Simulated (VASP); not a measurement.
CsBe3: single point with PBE

The system is CsBe3.

```xyz
4
Lattice="3.9440 0.0000 0.0000 -1.9720 3.4156 0.0000 0.0000 0.0000 3.8071" Properties=species:S:1:pos:R:3 pbc="T T T"
Cs    0.0000    0.0000    1.9036
Be    2.0360    0.0000    0.0000
Be   -1.0180    1.7632    0.0000
Be    0.9540    1.6524    0.0000
```

```
Program                : VASP 6.6.1
Task                   : single point
Functional             : PBE
Potentials or basis    : VASP PAW PBE potentials, release 64 (Cs_sv, Be)
Cutoff                 : 520 eV
k mesh                 : 6 × 6 × 4
Occupations            : gaussian, width 0.1 eV
Spin                   : no spin polarisation
Dipole correction      : no
Further INCAR settings : ALGO = Normal; EDIFF = 1e-06; NBANDS = 16
```

```json
{
 "Pressure": "35.5 GPa",
 "Largest force": "0.044 eV/Å"
}
```

Forces in eV/Å, atoms in the order of the input:
```
Cs   0.000  0.000  0.000
Be  -0.044  0.000  0.000
Be   0.022 -0.038  0.000
Be   0.022  0.038  0.000
```

Stress tensor (GPa, compression positive):
```
30.62  0.00  0.00
 0.00 30.62  0.00
 0.00  0.00 45.40
```

Levels at points of the mesh, in eV from the Fermi level:
| k point | band 5 | band 6 | band 7 | band 8 | band 9 | band 10 | band 11 | band 12 |
| --- | --- | --- | --- | --- | --- | --- | --- | --- |
| (0.00, 0.00, 0.00) | -6.40 | -2.74 | 0.22 | 1.51 | 1.51 | 1.98 | 2.21 | 2.21 |
| (0.50, 0.00, 0.00) | -5.03 | -2.61 | -2.27 | -0.92 | 2.41 | 3.73 | 4.05 | 4.17 |
| (0.00, 0.00, 0.50) | -2.47 | -2.36 | -2.33 | -1.22 | -1.22 | 2.10 | 2.10 | 5.46 |
| (0.50, 0.00, 0.50) | -6.06 | -3.23 | -1.38 | -1.11 | 2.57 | 3.08 | 6.91 | 7.15 |

Run time: 9.2 s on 1 thread of Intel(R) Xeon(R) 6975P-C (Granite Rapids), on a shared host, peak memory 0.16 GiB.

Caveat: the k points lie up to 0.41 Å⁻¹ apart; spin-orbit coupling is left out, which moves the levels of the heavy elements.
